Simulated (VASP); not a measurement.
Runs of VASP 6.6.1 on ZnSe (Stilleite). The structure is that of space group F-43m (No. 216), or close to it. The cells are those of the table. 

| task | level | potentials or basis | cell | cutoff (eV) | gap on the mesh (eV) | pressure (GPa) | relaxed volume (Å³/atom) |
| --- | --- | --- | --- | --- | --- | --- | --- |
| single point | LDA | VASP PAW LDA potentials, release 64 (Zn, Se) | a = 3.937 Å, angles 60.0°, 2 atoms | 520 | 1.29 | 0.4 | - |
| relaxation of cell and atoms | LDA | VASP PAW LDA potentials, release 64 (Zn, Se) | relaxed from a = 4.008 Å, angles 60.0°, 2 atoms | 600 | 1.27 | 0.0 | (a) |
| single point | PBE+D3(BJ) | VASP PAW PBE potentials, release 64 (Zn, Se) | a = 3.999 Å, angles 60.0°, 2 atoms | 520 | (b) | 0.3 | - |
| relaxation of cell and atoms | PBE+D3(BJ) | VASP PAW PBE potentials, release 64 (Zn, Se) | relaxed from a = 4.008 Å, angles 60.0°, 2 atoms | 600 | 1.30 | 0.0 | 22.68 |

Alike in all rows: no spin polarisation; k mesh 6 × 6 × 6; smearing gaussian 0.01 eV.

Task: Estimate the missing entries.

Result: (a) 21.69; (b) 1.31.

A k mesh can miss the band edges, and the runs leave out spin-orbit coupling on Se.
